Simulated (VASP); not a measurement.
# Be3Te2Se (Imm2) in VASP: notebook

Be3Te2Se is run at these levels: PBE; tasks: single point.

Program: VASP 6.6.1. These are calculated values, not measurements. Logs are shortened: lines on timing, memory, paths and dates and some standing lists are left out, and cuts for length are marked.

### Step 1. The cell of the first run

Symmetry: Imm2, No. 44, orthorhombic system. Conventional cell: a = 3.817 Å, b = 11.444 Å, c = 5.383 Å, α = 90.00°, β = 90.00°, γ = 90.00°. Within 2.9 Å of Be (site symmetry m) lie 1 Se at 2.20 Å and 3 Te at 2.38 to 2.40 Å. Within 3.0 Å of Be (site symmetry mm2) lie 2 Se at 2.25 Å and 2 Te at 2.40 Å. Te (site symmetry m) has 4 Be at 2.38 to 2.40 Å within 3.1 Å. Se (site symmetry mm2) has 4 Be at 2.20 to 2.25 Å within 2.9 Å.

### Step 2. Single point, PBE (19.60 Å³/atom)

Input file INCAR:

```
PREC = Accurate ; ENCUT = 600
EDIFF = 1E-6 ; ISMEAR = 0
SIGMA = 0.02 ; LREAL = F
LASPH = T ; NELM = 120
ALGO = Normal ; ISIF = 2
LWAVE = F ; LCHARG = F
GGA = PE ; NBANDS = 21
GGA_COMPAT = F
```

Input file KPOINTS:

```
Automatic mesh
0
Gamma
  8 8 8
```

Input file POSCAR:

```
Be3Te2Se
1.0
   -1.9084225849      5.7218346199      2.6917087495
    1.9084225849     -5.7218346199      2.6917087495
    1.9084225849      5.7218346199     -2.6917087495
Be Te Se
3 2 1
Direct
    0.6068913654      0.7635510482      0.8433403172
    0.9202107310      0.7635510482      0.1566596828
    0.2236538344      0.7236538344      0.5000000000
    0.6640605764      0.9991625625      0.6648980138
    0.3342645487      0.9991625625      0.3351019862
    0.0009189441      0.0009189441      0.0000000000
```

Potentials or basis: VASP PAW PBE potentials, release 64 (Be, Te, Se).

Run with:

```
cat potpaw_PBE.64/Be/POTCAR potpaw_PBE.64/Te/POTCAR potpaw_PBE.64/Se/POTCAR > POTCAR
mpirun -np 1 vasp_std > vasp.out
```

OUTCAR:

```text
PREC = Accurate
   ENCUT = 600
   EDIFF = 1E-6
   ISMEAR = 0
   LREAL = F
   LASPH = T
   NELM = 120
   ISIF = 2
   GGA = PE

 ion  position               nearest neighbor table
   1  0.607  0.764  0.843-   6 2.20   5 2.38   5 2.38   4 2.40
   2  0.920  0.764  0.157-   6 2.20   4 2.38   4 2.38   5 2.40
   3  0.224  0.724  0.500-   6 2.25   6 2.25   5 2.40   4 2.40
   4  0.664  0.999  0.665-   2 2.38   2 2.38   3 2.40   1 2.40
   5  0.334  0.999  0.335-   1 2.38   1 2.38   3 2.40   2 2.40
   6  0.001  0.001  0.000-   2 2.20   1 2.20   3 2.25   3 2.25

  LATTYP: Found a body centered orthorhombic cell.
 ALAT       =     3.8168451698
 B/A-ratio  =     1.4104364362
 C/A-ratio  =     2.9982010615

  Lattice vectors:

 A1 = (   1.9084225849,  -5.7218346199,  -2.6917087495)
 A2 = (  -1.9084225849,  -5.7218346199,   2.6917087495)
 A3 = (  -1.9084225849,   5.7218346199,  -2.6917087495)

Analysis of symmetry for initial positions (statically):
=====================================================================
 Subroutine PRICEL returns:
 Original cell was already a primitive cell.

 Routine SETGRP: Setting up the symmetry group for a
 body centered orthorhombic supercell.

 Subroutine GETGRP returns: Found  4 space group operations
 (whereof  4 operations were pure point group operations)
 out of a pool of  8 trial point group operations.

The static configuration has the point symmetry C_2v.

Analysis of symmetry for dynamics (positions and initial velocities):
=====================================================================
 Subroutine PRICEL returns:
 Original cell was already a primitive cell.

 Routine SETGRP: Setting up the symmetry group for a
 body centered orthorhombic supercell.

 Subroutine GETGRP returns: Found  4 space group operations
 (whereof  4 operations were pure point group operations)
 out of a pool of  8 trial point group operations.

The dynamic configuration has the point symmetry C_2v.

 Subroutine INISYM returns: Found  4 space group operations
 (whereof  4 operations are pure point group operations),
 and found     1 'primitive' translations

----------------------------------------------------------------------------------------

                                     Primitive cell

  volume of cell :     117.5704

  direct lattice vectors                    reciprocal lattice vectors
    -1.908422585  5.721834620  2.691708750     0.000000000  0.087384560  0.185755610
     1.908422585 -5.721834620  2.691708750     0.261996480  0.000000000  0.185755610
     1.908422585  5.721834620 -2.691708750     0.261996480  0.087384560  0.000000000

  length of vectors
     6.605055955  6.605055955  6.605055955     0.205283238  0.321165537  0.276185114

  position of ions in fractional coordinates (direct lattice)
     0.606891365  0.763551048  0.843340317
     0.920210731  0.763551048  0.156659683
     0.223653834  0.723653834  0.500000000
     0.664060576  0.999162562  0.664898014
     0.334264549  0.999162562  0.335101986
     0.000918944  0.000918944  0.000000000

  ion indices of the primitive-cell ions
   primitive index   ion index
                 1           1
                 2           2
                 3           3
                 4           4
                 5           5
                 6           6

----------------------------------------------------------------------------------------

 KPOINTS: Automatic mesh

Automatic generation of k-mesh.
 Grid dimensions read from file:
 generate k-points for:    8    8    8

 Generating k-lattice:

  Cartesian coordinates                     Fractional coordinates (reciprocal lattice)
     0.000000000  0.010923070  0.023219451     0.125000000 -0.000000000  0.000000000
     0.032749560  0.000000000  0.023219451     0.000000000  0.125000000  0.000000000
     0.032749560  0.010923070  0.000000000     0.000000000 -0.000000000  0.125000000

  Length of vectors
     0.025660405  0.040145692  0.034523139

  Shift w.r.t. Gamma in fractional coordinates (k-lattice)
     0.000000000  0.000000000  0.000000000

 Subroutine IBZKPT returns following result:
 ===========================================

 Found     95 irreducible k-points:

 Following reciprocal coordinates:
            Coordinates               Weight
  0.000000  0.000000  0.000000      1.000000
  0.125000  0.000000  0.000000      4.000000
  0.250000  0.000000  0.000000      4.000000
  0.375000  0.000000 -0.000000      4.000000
  0.500000  0.000000  0.000000      2.000000
  0.000000  0.125000  0.000000      4.000000
[... 16 lines left out ...]
  0.125000  0.375000  0.000000      8.000000
  0.250000  0.375000  0.000000      8.000000
 [... further k-points ...]
   k-points           NKPTS =     95   k-points in BZ     NKDIM =     95   number of bands    NBANDS=     21
   number of dos      NEDOS =    301   number of ions     NIONS =      6
   total plane-waves  NPLWV = 157464
   dimension x,y,z NGX =    54 NGY =   54 NGZ =   54
   dimension x,y,z NGXF=   108 NGYF=  108 NGZF=  108
   ions per type =               3   2   1
   NGX,Y,Z   is equivalent  to a cutoff of  13.59, 13.59, 13.59 a.u.
   NGXF,Y,Z  is equivalent  to a cutoff of  27.18, 27.18, 27.18 a.u.
 SYSTEM =  unknown system
   PREC   = accura    normal or accurate (medium, high low for compatibility)
   ISTART =      0    job   : 0-new  1-cont  2-samecut
   ICHARG =      2    charge: 1-file 2-atom 10-const
   ISPIN  =      1    spin polarized calculation?
   LNONCOLLINEAR =      F non collinear calculations
   LSORBIT =      F    spin-orbit coupling
   LASPH  =      T    aspherical Exc in radial PAW
   ENCUT  =  600.0 eV  44.10 Ry    6.64 a.u.  13.19 13.19 13.19*2*pi/ulx,y,z
   NELM   =    120;   NELMIN=  2; NELMDL= -5     # of ELM steps
   EDIFF  = 0.1E-05   stopping-criterion for ELM
   LREAL  =      F    real-space projection
[... 7 lines left out ...]
   TEBEG  =    0.0;   TEEND  =   0.0 temperature during run
   PSTRESS=    0.0 pullay stress
   NELECT =      24.0000    total number of electrons
   NUPDOWN=      -1.0000    fix difference up-down
   EMIN   =  10.00;   EMAX   =-10.00  energy-range for DOS
   EFERMI =   0.00;   METHOD = LEGACY
   ISMEAR =     0;   SIGMA  =   0.02  broadening in eV -4-tet -1-fermi 0-gaus
   EFERMI_NEDOS =   21; number of points for ismear=-14 and -15
   IALGO  =     38    algorithm
   IMIX   =      4    mixing-type and parameters
     AMIX     =   0.40;   BMIX     =  1.00
     AMIX_MAG =   1.60;   BMIX_MAG =  1.00
  volume/ion in A,a.u.               =      19.60       132.23
  Fermi-wavevector in a.u.,A,eV,Ry     =   0.963931  1.821565 12.642029  0.929163
  Thomas-Fermi vector in A             =   2.093519
   LORBIT       =      0    0 simple, 1 ext, 2 COOP (PROOUT), +10 PAW based schemes
   GGA     = PE    functional components
   LHFCALC =     F    Hartree Fock is set to
   AEXX    =    0.0000 exact exchange contribution
   IVDW    =     0    specifies the selected vdW correction
   LEPSILON=     F    determine dielectric tensor
   LRPA    =     F    only Hartree local field effects (RPA)
 non-spin polarized calculation
 Gauss-broadening in eV      SIGMA  =   0.02
  energy-cutoff  :      600.00
  volume of cell :      117.57
 maximum number of plane-waves:      3955
 NGX is ok and might be reduce to    54
   NGX = 27   NGY = 27   NGZ = 27

 number of electron      24.0000000 magnetization

 Free energy of the ion-electron system (eV)
  ---------------------------------------------------
  ext. energy  EPLUGINS =         0.00000000
  ---------------------------------------------------
  free energy    TOTEN  =       -23.86371923 eV

  energy without entropy =      -23.86371923  energy(sigma->0) =      -23.86371923

 E-fermi :   5.4617     XC(G=0):  -9.3655

 val. band max:        5.3177000530   @ k =   0.0000   0.0000   0.0000
 cond. band min:       7.0921829177   @ k =   0.5000   0.5000   0.5000
 fundamental gap:      1.7744828647
 Fermi energy:         5.4617333910

 k-point     1 :       0.0000    0.0000    0.0000
  band No.  band energies     occupation
      1      -8.4766      2.00000
      2      -6.4509      2.00000
      3      -5.3063      2.00000
      4       0.1877      2.00000
      5       0.2503      2.00000
      6       0.8043      2.00000
[... 13 lines left out ...]
     20      12.6797      0.00000
     21      12.7479      0.00000

 k-point     2 :       0.1250    0.0000    0.0000
  band No.  band energies     occupation
      1      -8.4417      2.00000
      2      -6.4681      2.00000
      3      -5.3744      2.00000
      4      -0.1011      2.00000
      5      -0.0002      2.00000
      6       1.2390      2.00000
[... 13 lines left out ...]
     20      12.0300      0.00000
     21      12.1047      0.00000

 k-point     3 :       0.2500    0.0000    0.0000
  band No.  band energies     occupation
      1      -8.3523      2.00000
      2      -6.4918      2.00000
      3      -5.5728      2.00000
      4      -0.4653      2.00000
      5      -0.0043      2.00000
      6       1.9192      2.00000
[... 13 lines left out ...]
     20      11.0866      0.00000
     21      11.2613      0.00000

 k-point     4 :       0.3750    0.0000   -0.0000
  band No.  band energies     occupation
      1      -8.2546      2.00000
      2      -6.4719      2.00000
      3      -5.8338      2.00000
      4      -0.7015      2.00000
      5       0.4158      2.00000
      6       2.1750      2.00000
[... 13 lines left out ...]
     20      10.9502      0.00000
     21      11.3756      0.00000

 k-point     5 :       0.5000    0.0000    0.0000
  band No.  band energies     occupation
      1      -8.2114      2.00000
      2      -6.4319      2.00000
      3      -5.9784      2.00000
      4      -0.7821      2.00000
      5       1.0869      2.00000
      6       1.2969      2.00000
[... 13 lines left out ...]
     20      11.0232      0.00000
     21      11.5356      0.00000
[... 382 lines left out ...]
     20      11.7384      0.00000
     21      12.0381      0.00000

 k-point    22 :       0.0000    0.3750    0.0000
  band No.  band energies     occupation
      1      -7.9019      2.00000
      2      -5.8588      2.00000
      3      -5.2935      2.00000
      4      -0.1715      2.00000
      5       0.1283      2.00000
      6       0.3152      2.00000
[... 13 lines left out ...]
     20      12.5733      0.00000
     21      12.7119      0.00000

 k-point    23 :       0.1250    0.3750    0.0000
  band No.  band energies     occupation
      1      -7.8802      2.00000
      2      -5.7820      2.00000
      3      -5.4164      2.00000
      4      -0.4521      2.00000
      5       0.0582      2.00000
      6       0.3269      2.00000
[... 13 lines left out ...]
     20      11.9697      0.00000
     21      12.3721      0.00000

 k-point    24 :       0.2500    0.3750    0.0000
  band No.  band energies     occupation
      1      -7.8803      2.00000
      2      -5.7615      2.00000
      3      -5.4781      2.00000
      4      -0.5183      2.00000
      5       0.1181      2.00000
      6       0.3491      2.00000
[... 13 lines left out ...]
     20      11.3256      0.00000
     21      11.7018      0.00000

 [... further k-points ...]
[... 5 lines left out ...]
  --------------------------------------------------------------------------------------
  -------------------------------------------------------------------------------------
  Total        3.2843624      3.3045313      3.2961104      0.0000000      0.0000000      0.0000000
  in kB       44.7572858     45.0321356     44.9173806      0.0000000      0.0000000      0.0000000
  external PRESSURE =      44.9022674 kB  Pullay stress =       0.0000000 kB

 VOLUME and BASIS-vectors are now :
 -----------------------------------------------------------------------------
  energy-cutoff  :      600.00
  volume of cell :      117.57
      direct lattice vectors                 reciprocal lattice vectors
    -1.908422585  5.721834620  2.691708750     0.000000000  0.087384560  0.185755610
     1.908422585 -5.721834620  2.691708750     0.261996480  0.000000000  0.185755610
     1.908422585  5.721834620 -2.691708750     0.261996480  0.087384560  0.000000000

 POSITION                                       TOTAL-FORCE (eV/Angst)
 -----------------------------------------------------------------------------------
      1.90842      3.92907      1.41881         0.000000      0.001603      0.002238
      0.00000      1.79276      4.11051         0.000000     -0.001603      0.002238
      1.90842     -0.00000      1.20402        -0.000000     -0.000000     -0.010713
      1.90842      1.88704      2.68720         0.000000      0.003280     -0.000007
      1.90842     -1.88704      2.68720         0.000000     -0.003280     -0.000007
      0.00000      0.00000      0.00495         0.000000      0.000000      0.006251
 -----------------------------------------------------------------------------------
    total drift:                               -0.000000     -0.000001     -0.000062

  FREE ENERGIE OF THE ION-ELECTRON SYSTEM (eV)
  ---------------------------------------------------
  free  energy   TOTEN  =       -23.8637192266 eV

  energy  without entropy=      -23.8637192266  energy(sigma->0) =      -23.86371923
```

Wall time 15 min (1 thread of Oxide Virtual Turin-like, shared host); peak memory 0.56 GiB.

What came out:

```
Free energy            : -23.8637 eV
Pressure               : 4.5 GPa
Largest force          : 0.011 eV/Å
Band gap on the k mesh : 1.77 eV (least direct gap 1.94 eV)
```

Forces on the atoms (eV/Å):
```
Be   0.000  0.002  0.002
Be   0.000 -0.002  0.002
Be   0.000  0.000 -0.011
Te   0.000  0.003  0.000
Te   0.000 -0.003  0.000
Se   0.000  0.000  0.006
```

Levels at points of the mesh, in eV from the valence-band top:
| k point | band 10 | band 11 | band 12 | band 13 | band 14 | band 15 |
| --- | --- | --- | --- | --- | --- | --- |
| (0.00, 0.00, 0.00) | -0.23 | -0.22 | 0.00 | 2.71 | 3.30 | 3.83 |
| (0.50, 0.00, 0.00) | -1.39 | -1.30 | -0.99 | 2.93 | 3.50 | 3.63 |
| (0.00, 0.50, 0.00) | -2.53 | -1.36 | -1.33 | 3.32 | 4.40 | 4.68 |
| (0.50, 0.50, 0.00) | -2.82 | -2.48 | -1.94 | 1.85 | 2.86 | 3.93 |
| (0.50, 0.50, 0.50) | -1.95 | -1.06 | -0.16 | 1.77 | 2.84 | 3.99 |

Caveat: the cell stands under pressure; spin-orbit coupling is left out, which moves the levels of the heavy elements.

(Part 1 of 2 ends here.)
